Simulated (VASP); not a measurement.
Set up this calculation in VASP 6.6.1, as the native input.

```
Task                   : single point
Functional             : r2SCAN
Potentials or basis    : VASP PAW PBE potentials, release 64 (B, P)
Cutoff                 : 520 eV
k mesh                 : 10 × 10 × 10
Occupations            : gaussian, width 0.01 eV
Spin                   : no spin polarisation
Dipole correction      : no
Further INCAR settings : ALGO = Normal; EDIFF = 1e-07; NBANDS = 11
```

The system is BP.

```
CELL_PARAMETERS angstrom
0.00000 2.24563 2.24563
2.24563 0.00000 2.24563
2.24563 2.24563 0.00000
ATOMIC_POSITIONS crystal
B 0.00000 0.00000 0.00000
P 0.25000 0.25000 0.25000
```

This cell differs from its parent crystal: strain -1.0%.

One way to write it, as run:

POSCAR

```
BP
1.0
    0.0000000000      2.2456325213      2.2456325213
    2.2456325213      0.0000000000      2.2456325213
    2.2456325213      2.2456325213      0.0000000000
B P
1 1
Direct
    0.0000000000      0.0000000000      0.0000000000
    0.2500000000      0.2500000000      0.2500000000
```

INCAR.step1

```
SYSTEM = BP
PREC = Accurate
ENCUT = 520
ISMEAR = 0
SIGMA = 0.01
LREAL = .FALSE.
LASPH = .TRUE.
NELM = 80
NBANDS = 11
GGA = PE
ALGO = Normal
EDIFF = 1E-4
LWAVE = .TRUE.
LCHARG = .FALSE.
```

INCAR.step2

```
SYSTEM = BP
PREC = Accurate
ENCUT = 520
EDIFF = 1E-7
ISMEAR = 0
SIGMA = 0.01
LREAL = .FALSE.
LASPH = .TRUE.
NELM = 80
ALGO = Normal
ISIF = 2
LWAVE = .FALSE.
LCHARG = .FALSE.
METAGGA = R2SCAN
LMIXTAU = .TRUE.
NBANDS = 11
ISTART = 1
```

KPOINTS

```
regular mesh
0
G
  10 10 10
  0 0 0
```

Potentials or basis: VASP PAW PBE potentials, release 64 (B, P).

The run is started by

```sh
$ cat potpaw_PBE.64/B/POTCAR potpaw_PBE.64/P/POTCAR > POTCAR
$ cp INCAR.step1 INCAR
$ mpirun -np 1 vasp_std > vasp.out
$ cp INCAR.step2 INCAR
$ mpirun -np 1 vasp_std > vasp.out
```

Results of the run:

```json
{"Pressure": "4.9 GPa", "Band gap on the k mesh": "1.40 eV, indirect (least direct gap 3.69 eV)"}
```

Caveat: the cell differs from its parent crystal (strain -1.0%); the PAW data sets were made with another functional, which shifts forces and pressure a little.

Wall time 19 s on 1 thread of Intel(R) Xeon(R) 6975P-C (Granite Rapids), with other jobs on the host, peak memory 0.14 GiB.
